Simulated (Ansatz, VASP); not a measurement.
One calculation of YHf, two programs

```xyz
4
Lattice="0.0000 3.7448 3.7448 3.7448 0.0000 3.7448 3.7448 3.7448 0.0000" Properties=species:S:1:pos:R:3 pbc="T T T"
Y     0.0000    0.0000    0.0000
Y     1.8724    1.8724    1.8724
Hf    3.7448    3.7448    3.7448
Hf    5.6172    5.6172    5.6172
```

Change from the starting cell: species swapped into the NaTl type (Fd-3m, No. 227).

Alike in both runs: functional PBE; k mesh 4 × 4 × 4; occupations gaussian, width 0.1 eV; no spin polarisation.

Ansatz relaxed the structure, and its values are those at the end. VASP's run is a single point on that final structure, the one shown.

|  | VASP | Ansatz |
| --- | --- | --- |
| version | VASP 6.6.1 | Ansatz 0.2.0 |
| potentials or method | VASP PAW PBE potentials, release 64 (Y_sv, Hf_pv), cutoff 520 eV | scalar-relativistic, plane waves, PAW |
| valence electrons in the cell | 42 | 74 |

Ansatz gave:

* gap on the k mesh at the Fermi level (eV): none
* pressure (GPa): 0.1

Problem. What did VASP give for the same quantities?

Solution. gap on the k mesh at the Fermi level (eV): none; pressure (GPa): -0.1.

A gap of «none» marks a metal or a gap that the smearing closes. VASP's potentials hold 42 valence electrons a cell and Ansatz's 74, so a difference there can come from the potentials and not from the codes.

The k mesh is coarse, so the values compare programs but aren't converged. Spin-orbit coupling is off throughout.
